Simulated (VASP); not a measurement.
Here is a VASP 6.6.1 calculation.

File POSCAR:

```
AlN
1.0
    3.1066937602      0.0000000000      0.0000000000
   -1.5533468801      2.6904757181      0.0000000000
    0.0000000000      0.0000000000      4.7794478898
Al N
2 2
Direct
    0.3333333333      0.6666666667     -0.0079139679
    0.6666666667      0.3333333333      0.4920860321
    0.3333333333      0.6666666667      0.3829139679
    0.6666666667      0.3333333333      0.8829139679
```

INCAR.step1

```
SYSTEM = AlN
PREC = Accurate
ENCUT = 500
EDIFF = 1E-8
ISMEAR = 0
SIGMA = 0.01
LREAL = .FALSE.
LASPH = .TRUE.
NELM = 80
ALGO = Normal
LWAVE = .TRUE.
LCHARG = .FALSE.
GGA = PE
```

The input INCAR.step2:

```
SYSTEM = AlN
PREC = Accurate
ENCUT = 500
EDIFF = 1E-8
ISMEAR = 0
SIGMA = 0.01
LREAL = .FALSE.
LASPH = .TRUE.
NELM = 1
ALGO = Exact
LWAVE = .TRUE.
LCHARG = .FALSE.
GGA = PE
NBANDS = 174
LOPTICS = .TRUE.
ISTART = 1
```

The input INCAR.step3:

```
SYSTEM = AlN
PREC = Accurate
ENCUT = 500
EDIFF = 1E-8
ISMEAR = 0
SIGMA = 0.01
LREAL = .FALSE.
LASPH = .TRUE.
ALGO = EVGW0
LWAVE = .FALSE.
LCHARG = .FALSE.
GGA = PE
NELMGW = 1
NBANDS = 174
ENCUTGW = 150.0
NOMEGA = 96
PRECFOCK = Fast
ISTART = 1
NBANDSGW = 16
OMEGAMAX = 20
```

File KPOINTS:

```
regular mesh
0
G
  6 6 4
  0 0 0
```

Potentials or basis: VASP PAW PBE potentials, release 64 (Al_GW, N_GW).

The run is started by

```bash
$ cat potpaw_PBE.64/Al_GW/POTCAR potpaw_PBE.64/N_GW/POTCAR > POTCAR
$ cp INCAR.step1 INCAR
$ mpirun -np 1 vasp_std > vasp.out
$ cp INCAR.step2 INCAR
$ mpirun -np 1 vasp_std > vasp.out
$ cp INCAR.step3 INCAR
$ mpirun -np 1 vasp_std > vasp.out
```

(1) Estimate the quasiparticle gap.

(2) Estimate the least direct quasiparticle gap.

(3) Estimate the least direct gap of the starting levels on the mesh.

(4) Predict the band gap of the starting levels on the mesh.

Answers

(1) 5.98 eV.

(2) 5.98 eV.

(3) 4.34 eV.

(4) 4.34 eV.

Caveat: the k points lie up to 0.39 Å⁻¹ apart; bands, screening cutoff and mesh are small and nothing is extrapolated, so the quasiparticle values aren't converged.
